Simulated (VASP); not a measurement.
A run of VASP 6.6.1:

POSCAR

```
Sb
1.0
    2.1706020527      1.2531976795      3.8710910875
   -2.1706020527      1.2531976795      3.8710910875
    0.0000000000     -2.5063953589      3.8710910875
Sb
2
Direct
    0.2313018333      0.2313018333      0.2313018333
    0.7686981667      0.7686981667      0.7686981667
```

INCAR.step1

```
SYSTEM = Sb
ALGO     = Normal         ! electronic algorithm
EDIFF    = 1E-4           ! SCF threshold, eV
ENCUT    = 520            ! plane-wave cutoff, eV
GGA      = PE             ! functional
ISMEAR   = 1              ! smearing method
LASPH    = .TRUE.         ! aspherical terms in the spheres
LCHARG   = .FALSE.        ! write CHGCAR
LREAL    = .FALSE.        ! projectors in reciprocal space
LWAVE    = .TRUE.         ! write WAVECAR
NBANDS   = 12             ! bands
NELM     = 100            ! most SCF steps
PREC     = Accurate       ! precision mode
SIGMA    = 0.2            ! smearing width, eV
```

INCAR.step2

```
SYSTEM = Sb
ALGO     = Normal         ! electronic algorithm
EDIFF    = 1E-6           ! SCF threshold, eV
ENCUT    = 520            ! plane-wave cutoff, eV
ISIF     = 2              ! what is computed and relaxed
ISMEAR   = 1              ! smearing method
ISTART   = 1            
LASPH    = .TRUE.         ! aspherical terms in the spheres
LCHARG   = .FALSE.        ! write CHGCAR
LMIXTAU  = .TRUE.       
LREAL    = .FALSE.        ! projectors in reciprocal space
LWAVE    = .FALSE.        ! write WAVECAR
METAGGA  = R2SCAN         ! meta-GGA
NBANDS   = 12             ! bands
NELM     = 100            ! most SCF steps
PREC     = Accurate       ! precision mode
SIGMA    = 0.2            ! smearing width, eV
```

Contents of KPOINTS:

```
k-points
0
G
  9 9 9
  0 0 0
```

Potentials or basis: VASP PAW PBE potentials, release 64 (Sb).

Launch:

```console
$ cat potpaw_PBE.64/Sb/POTCAR > POTCAR
$ cp INCAR.step1 INCAR
$ mpirun -np 1 vasp_std > vasp.out
$ cp INCAR.step2 INCAR
$ mpirun -np 1 vasp_std > vasp.out
```

Hardware: 1 thread of Intel Xeon 8259CL, with other jobs on the host.

Question: How long does it take, and how much memory?

Answer: Run time: 5.4 min on 1 thread of Intel Xeon 8259CL, on a shared host, peak memory 0.24 GiB. Counts: k points 85.
